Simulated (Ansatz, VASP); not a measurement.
# TiO in VASP and in Ansatz

POSCAR

```
TiO
1.0
    4.9890877720      0.0000000000      0.0000000000
   -2.4945438860      4.3206767523      0.0000000000
    0.0000000000      0.0000000000      2.8733134400
Ti O
3 3
Direct
    0.6666666667      0.3333333333      0.5000000000
    0.3333333333      0.6666666667      0.5000000000
    0.0000000000      0.0000000000      0.0000000000
    0.6055592400      0.6055592400      0.0000000000
    0.3944407600      0.0000000000      0.0000000000
    0.0000000000      0.3944407600      0.0000000000
```

INCAR.step1

```
SYSTEM = TiO
PREC = Accurate ; ENCUT = 520
ISMEAR = 1 ; SIGMA = 0.01
LREAL = .False. ; LASPH = .True.
NELM = 80 ; NBANDS = 36
GGA = PE ; ALGO = Normal
EDIFF = 1E-4 ; LWAVE = .True.
LCHARG = .False.
```

File INCAR.step2:

```
SYSTEM = TiO
PREC = Accurate ; ENCUT = 520
EDIFF = 1E-6 ; ISMEAR = 1
SIGMA = 0.01 ; LREAL = .False.
LASPH = .True. ; NELM = 80
ALGO = Normal ; ISIF = 2
LWAVE = .False. ; LCHARG = .False.
METAGGA = R2SCAN ; LMIXTAU = .True.
NBANDS = 36 ; ISTART = 1
```

The input KPOINTS:

```
regular mesh
0
Gamma
  12 12 12
  0 0 0
```

Input for Ansatz:

```yaml
crystal:
  lattice:
    - [4.989087772, 0.0, 0.0]
    - [-2.494543886, 4.3206767523, 0.0]
    - [0.0, 0.0, 2.87331344]
  atoms:
    - { symbol: Ti, position: [0.6666666667, 0.3333333333, 0.5] }
    - { symbol: Ti, position: [0.3333333333, 0.6666666667, 0.5] }
    - { symbol: Ti, position: [0.0, 0.0, 0.0] }
    - { symbol: O, position: [0.60555924, 0.60555924, 0.0] }
    - { symbol: O, position: [0.39444076, 0.0, 0.0] }
    - { symbol: O, position: [0.0, 0.39444076, 0.0] }
basis:
  ecutwfc: 500
kpoints:
  mp_grid: { grid: [12, 12, 12] }
hamiltonian:
  xc: r2scan
scf:
  occupations: { method: cold, width: 0.01 }
output:
  forces: true
  stress: true
  eigenvalues: true
```

Alike in both runs: task single point; functional r2SCAN; k mesh 12 × 12 × 12; no spin polarisation.

|  | VASP | Ansatz |
| --- | --- | --- |
| version | VASP 6.6.1 | Ansatz 0.2.0 |
| potentials or method | VASP PAW PBE potentials, release 64 (Ti_sv, O), cutoff 520 eV | scalar-relativistic, plane waves, PAW |
| occupations | methfessel-paxton of order 1, width 0.01 eV | cold, width 0.01 eV |
| valence electrons in the cell | 54 | 54 |

```tsv
	VASP	Ansatz	Ansatz less VASP
gap on the k mesh at the Fermi level (eV)	none	none	-
pressure (GPa)	0.1	-1.5	-1.61
traceless stress, the component that is largest in VASP (GPa)	-0.14	-0.17	-0.027
rms of the force components (eV/Å)	0.003	0.014	+0.0113
```

VASP's potentials were made for PBE, not for r2SCAN. Atom by atom the forces differ by 0.011 eV/Å (rms over components). A gap of «none» marks a metal or a gap that the smearing closes.
